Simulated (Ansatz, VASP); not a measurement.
## Two plane-wave programs on In2SbAs

```xyz
4
Lattice="4.4824 0.0000 0.0000 0.0000 4.4824 0.0000 0.0000 0.0000 6.3331" Properties=species:S:1:pos:R:3 pbc="T T T"
As    0.0000    0.0000    0.0000
In    0.0000    2.2412    4.8567
In    2.2412    0.0000    1.4765
Sb    2.2412    2.2412    3.1666
```

Alike in both runs: task single point; functional PBE; k mesh 4 × 4 × 4; occupations fermi-dirac, width 0.02 eV; no spin polarisation.

```csv
,VASP,Ansatz
version,VASP 6.6.1,Ansatz 0.2.0
potentials or method,"VASP PAW PBE potentials, release 64 (As, In_d, Sb)","plane waves, PAW"
plane-wave cutoff (eV),520,420
valence electrons in the cell,36,56
```

|  | VASP | Ansatz | Ansatz less VASP |
| --- | --- | --- | --- |
| pressure (GPa) | 1.8 | 1.8 | -0.01 |
| rms of the force components (eV/Å) | 0.003 | 0.006 | +0.0032 |

With one functional, cell and mesh, what is left measures potentials, basis and numerics. VASP's potentials hold 36 valence electrons a cell and Ansatz's 56, so a difference there can come from the potentials and not from the codes.

Neither program's run includes spin-orbit coupling.
